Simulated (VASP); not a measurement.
Hf2SnS3:

```
Hf Sn S
1.0
     4.92460    0.00000    0.00000
    -2.46230    4.26483    0.00000
     0.00000    0.00000    7.20692
Hf Sn S
2 1 3
Direct
  0.33333 0.66667 0.50000
  0.66667 0.33333 0.50000
  0.00000 0.00000 0.50000
  0.33333 0.66667 0.00000
  0.66667 0.33333 0.00000
  0.00000 0.00000 0.00000
```

The cell was generated, and may not be a known phase.

- Program: VASP 6.6.1
- Task: relaxation of cell and atoms
- Functional: PBE
- Potentials or basis: VASP PAW PBE potentials, release 64 (Hf_pv, Sn_d, S)
- Cutoff: 600 eV
- k mesh: 6 × 6 × 4
- Occupations: gaussian, width 0.1 eV
- Spin: no spin polarisation

At the start: pressure -1.2 GPa; volume 25.23 Å³/atom.

Task: How do energy, volume and symmetry change on relaxing?

Result: Over 14 steps the energy falls by 958.1 meV/atom and the volume is 23.35 Å³/atom (-7.4 %); space group P6/mmm (No. 191, to 0.1 Å) before and after.

Step by step:
| step | energy change (eV) | largest force (eV/Å) | pressure (GPa) | volume (Å³) |
| --- | --- | --- | --- | --- |
| 1 | 0.0000 | 0.0000 | -1.22 | 151.36 |
| 2 | -1.1925 | 0.0000 | -4.52 | 146.57 |
| 3 | -5.4605 | 0.0000 | 8.27 | 124.54 |
| 4 | -4.5849 | 0.0000 | -4.83 | 134.18 |
| 5 | -5.5912 | 0.0000 | 1.53 | 127.89 |
| 6 | -5.6145 | 0.0000 | 3.28 | 126.87 |
| 7 | -5.6013 | 0.0000 | 4.57 | 126.19 |
| 8 | -5.4145 | 0.0000 | -5.94 | 144.11 |
| 9 | -5.6822 | 0.0000 | 0.10 | 132.21 |
| 10 | -5.7393 | 0.0000 | 0.25 | 136.50 |
| 11 | -5.7463 | 0.0000 | 0.51 | 138.35 |
| 12 | -5.7466 | 0.0000 | 0.59 | 138.82 |
| 13 | -5.7397 | 0.0000 | -1.20 | 142.87 |
| 14 | -5.7487 | 0.0000 | -0.02 | 140.11 |

Final structure:
```
CELL_PARAMETERS angstrom
5.74800 0.00000 0.00000
-2.87400 4.97791 0.00000
0.00000 0.00000 4.89680
ATOMIC_POSITIONS crystal
Hf 0.33333 0.66667 0.50000
Hf 0.66667 0.33333 0.50000
Sn 0.00000 0.00000 0.50000
S 0.33333 0.66667 0.00000
S 0.66667 0.33333 0.00000
S 0.00000 0.00000 0.00000
```

Caveat: a cell axis changed by over 15 % at a fixed basis, so the end point is rough.
